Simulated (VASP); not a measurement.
Write the native input for VASP 6.6.1 that does the following.

```yaml
Task: relaxation of cell and atoms
Functional: PBEsol
Potentials_or_basis: VASP PAW PBE potentials, release 64 (Y_sv, S)
Cutoff: 600 eV
k_mesh: 14 × 14 × 14
Occupations: gaussian, width 0.1 eV
Spin: no spin polarisation
Dipole_correction: no
Further_INCAR_settings: ALGO = Normal; EDIFF = 1e-06; IBRION = 2; EDIFFG = -0.002; NSW = 100; ISIF = 3
```

The structure of YS (spin) lies in POSCAR:

```
YS
1.0
    0.0000000000      2.7436500000      2.7436500000
    2.7436500000      0.0000000000      2.7436500000
    2.7436500000      2.7436500000      0.0000000000
Y S
1 1
Direct
    0.5000000000      0.5000000000      0.5000000000
    0.0000000000      0.0000000000      0.0000000000
```

One way to write it, as run:

INCAR

```
ALGO = Normal
EDIFF = 1E-6
EDIFFG = -0.002
ENCUT = 600
GGA = PS
IBRION = 2
ISIF = 3
ISMEAR = 0
LASPH = T
LCHARG = F
LREAL = F
LWAVE = F
NELM = 100
NSW = 100
PREC = Accurate
SIGMA = 0.1
```

KPOINTS

```
k-points
0
Gamma
  14 14 14
```

Potentials or basis: VASP PAW PBE potentials, release 64 (Y_sv, S).

The run is started by

```sh
$ cat potpaw_PBE.64/Y_sv/POTCAR potpaw_PBE.64/S/POTCAR > POTCAR
$ mpirun -np 1 vasp_std > vasp.out
```

It gave:

```yaml
Relaxed_volume: 20.34 Å³/atom
Relaxed_cell: a = 3.861 Å, b = 3.861 Å, c = 3.861 Å, α = 60.00°, β = 60.00°, γ = 60.00°
Space_group_after_relaxing_to_0.05_Å: Fm-3m (No. 225)
Energy_gained_by_relaxing: 1.5 meV/atom
Ionic_steps: 3
Pressure_after_relaxing: 0.0 GPa
```

Caveat: the PAW data sets were made with another functional, which shifts forces and pressure a little.

It took 100 s on 1 thread of Intel(R) Xeon(R) Platinum 8259CL CPU @ 2.50GHz (Skylake/Cascade Lake) (shared host), peak memory 0.25 GiB.
